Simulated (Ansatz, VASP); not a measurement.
Two plane-wave programs on Au

```
Au
1.0
     0.00000    2.05919    2.05919
     2.05919    0.00000    2.05919
     2.05919    2.05919    0.00000
Au
1
Cartesian
  0.0000 0.0000 0.0000
```

Alike in both runs: task single point; functional PBEsol; k mesh 22 × 22 × 22; occupations gaussian, width 0.05 eV; non-collinear spin, spin-orbit coupling.

```csv
,VASP,Ansatz
version,VASP 6.6.1,Ansatz 0.2.0
potentials or method,"VASP PAW PBE potentials, release 64 (Au), cutoff 520 eV","plane waves, PAW"
valence electrons in the cell,11,19
```

```csv
,VASP,Ansatz,Ansatz less VASP
pressure (GPa),-5.6,-5.7,-0.06
```

VASP's potentials were made for PBE, not for PBEsol. VASP's potentials hold 11 valence electrons a cell and Ansatz's 19, so a difference there can come from the potentials and not from the codes.
